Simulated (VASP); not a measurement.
GeSbTe3:

```
Ge Sb Te
1.0
     3.95056    0.00000    0.00000
     0.00000    3.95056    0.00000
     0.00000    0.00000    9.35849
Ge Sb Te
1 1 3
Direct
  0.00000 0.00000 0.00000
  0.50000 0.50000 0.50000
  0.50000 0.50000 0.21276
  0.50000 0.50000 0.78724
  0.00000 0.00000 0.50000
```

The cell was built from a structure type or drawn by symmetry, and may not be a known phase.

```yaml
Program: VASP 6.6.1
Task: relaxation of cell and atoms
Functional: PBE
Potentials_or_basis: VASP PAW PBE potentials, release 64 (Ge_d, Sb, Te)
Cutoff: 600 eV
k_mesh: 4 × 4 × 2
Occupations: gaussian, width 0.1 eV
Spin: no spin polarisation
```

At the start: pressure 8.8 GPa; volume 29.21 Å³/atom.

**Question.** How do energy, volume and symmetry change on relaxing?

**Answer.** Over 18 steps the energy falls by 395.8 meV/atom and the volume is 31.83 Å³/atom (+8.9 %); space group P4/mmm (No. 123, to 0.1 Å) before and after.

The path:
```csv
step,energy change (eV),largest force (eV/Å),pressure (GPa),volume (Å³)
1,0.0000,3.4833,8.80,146.06
2,-0.9443,0.9370,-3.63,182.67
3,-1.0239,1.2963,-1.80,172.82
4,-1.2690,1.1245,-1.12,167.52
5,-1.6913,0.5668,2.61,152.19
6,-1.6287,0.5611,5.59,146.22
7,-1.7032,0.3954,3.24,150.71
8,-1.7972,0.0543,3.24,150.74
9,-1.8235,0.5555,3.40,150.74
10,-1.8893,0.3992,2.30,153.41
11,-1.9630,0.0605,-0.15,160.33
12,-1.9637,0.0322,-0.34,161.03
13,-1.9698,0.0607,-0.29,160.70
14,-1.9766,0.1229,-0.11,160.03
15,-1.9770,0.1460,-0.05,159.80
16,-1.9779,0.1066,0.02,159.63
17,-1.9785,0.0672,0.05,159.46
18,-1.9788,0.0116,0.06,159.13
```

Final structure:
```
Ge Sb Te
1.0
     4.21841    0.00000    0.00000
     0.00000    4.21841    0.00000
     0.00000    0.00000    8.94232
Ge Sb Te
1 1 3
Direct
  0.00000 0.00000 0.00000
  0.50000 0.50000 0.50000
  0.50000 0.50000 0.16357
  0.50000 0.50000 0.83643
  0.00000 0.00000 0.50000
```

Caveat: the k points lie up to 0.37 Å⁻¹ apart in the final cell, too coarse for converged energies and pressures of a metal.
